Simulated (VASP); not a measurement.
Set up this calculation in VASP 6.6.1, as the native input.

```
Task                   : single point
Functional             : PBE
Potentials or basis    : VASP PAW PBE potentials, release 64 (B, As)
Cutoff                 : 520 eV
k mesh                 : 10 × 10 × 4
Occupations            : gaussian, width 0.1 eV
Spin                   : no spin polarisation
Dipole correction      : no
Further INCAR settings : ALGO = Normal; EDIFF = 1e-06; NBANDS = 18
```

The structure of B2As3 lies in POSCAR:

```
B2As3
1.0
    2.9997659430     -1.6793085650      0.0018861295
    2.9997659430      1.6793085650      0.0018861295
   -1.9169444453      0.0000000000      7.8516423053
B As
2 3
Direct
    0.1365190653      0.1365190653      0.7290109767
    0.9487733503      0.9487733503      0.2222360906
    0.5916233124      0.5916233124      0.1380092662
    0.4964449449      0.4964449449      0.8133087444
    0.1576393172      0.1576393172      0.4724359622
```

The cell was built from a structure type or drawn by symmetry, and may not be a known phase.

One way to write it, as run:

INCAR

```
PREC = Accurate
ENCUT = 520
EDIFF = 1E-6
ISMEAR = 0
SIGMA = 0.1
LREAL = F
LASPH = T
NELM = 100
ALGO = Normal
ISIF = 2
LWAVE = F
LCHARG = F
GGA = PE
NBANDS = 18
```

KPOINTS

```
regular mesh
0
Gamma
  10 10 4
```

Potentials or basis: VASP PAW PBE potentials, release 64 (B, As).

The run is started by

```bash
$ cat potpaw_PBE.64/B/POTCAR potpaw_PBE.64/As/POTCAR > POTCAR
$ mpirun -np 1 vasp_std > vasp.out
```

Results of the run:

* Pressure: 0.5 GPa
* Largest force: 0.021 eV/Å
* Band gap on the k mesh: zero (an odd number of electrons rules out a gap without spin polarisation)

Run time: 3.6 min on 1 thread of Intel Xeon 8259CL, on a shared host, peak memory 0.3 GiB.
